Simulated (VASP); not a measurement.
WSe2, 6 atoms in the cell. It takes space group P6_3/mmc (No. 194, hexagonal). The conventional cell has a = 3.206 Å, b = 3.206 Å, c = 13.382 Å, α = 90.00°, β = 90.00°, γ = 120.00°. Within 3.3 Å of W (site symmetry -6m2) lie 6 Se at 2.51 Å and 6 W at 3.21 Å. Within 3.4 Å of Se (site symmetry 3m) lie 3 W at 2.51 Å and 7 Se at 3.21 to 3.40 Å.  This cell differs from its parent crystal: biaxial strain in the a-b plane: -2.0 %.

| Item | Value |
| --- | --- |
| Program | VASP 6.6.1 |
| Task | single point |
| Functional | PBEsol |
| Potentials or basis | VASP PAW PBE potentials, release 64 (W_sv, Se) |
| Cutoff | 520 eV |
| k mesh | 12 × 12 × 2 |
| Occupations | gaussian, width 0.02 eV |
| Spin | no spin polarisation |
| Dipole correction | no |
| Further INCAR settings | ALGO = Normal; EDIFF = 1e-07; NBANDS = 35 |

Potentials or basis: VASP PAW PBE potentials, release 64 (W_sv, Se).

Command:

```sh
$ cat potpaw_PBE.64/W_sv/POTCAR potpaw_PBE.64/Se/POTCAR > POTCAR
$ mpirun -np 1 vasp_std > vasp.out
```

Hardware: 1 thread of Intel Xeon 8259CL (shared host).

Task: How long does it take, and how much memory?

Result: Wall time 3.2 min on 1 thread of Intel Xeon 8259CL (shared host), peak memory 0.31 GiB. Counts: scf iterations 15, k points 38.
